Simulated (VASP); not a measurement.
Here is a VASP 6.6.1 calculation.

INCAR

```
SYSTEM = H
  ALGO = Normal
  EDIFF = 1E-6
  ENCUT = 500
  GGA = RE
  GGA_COMPAT = .FALSE.
  ISIF = 2
  ISMEAR = 0
  LASPH = .TRUE.
  LCHARG = .TRUE.
  LELF = .TRUE.
  LREAL = .FALSE.
  LVHAR = .TRUE.
  LWAVE = .FALSE.
  NBANDS = 6
  NELM = 120
  PREC = Accurate
  SIGMA = 0.1
```

File KPOINTS:

```
k-points
0
G
  8 8 22
  0 0 0
```

The input POSCAR:

```
H
1.0
    2.6496387389      0.0000000000      0.0000000000
    0.0000000000      2.6496387389      0.0000000000
    0.0000000000      0.0000000000      0.9804929200
H
1
Direct
    0.0000000000      0.0000000000      0.5000000000
```

Potentials or basis: VASP PAW PBE potentials, release 64 (H).

Launch:

```bash
$ cat potpaw_PBE.64/H/POTCAR > POTCAR
$ mpirun -np 1 vasp_std > vasp.out
```

(1) What does it give for the pressure?

(2) Predict the band gap on the k mesh.

## Answers

(1) 2.0 GPa.

(2) zero (an odd number of electrons rules out a gap without spin polarisation).

Caveat: the PAW data sets were made with another functional, which shifts forces and pressure a little.
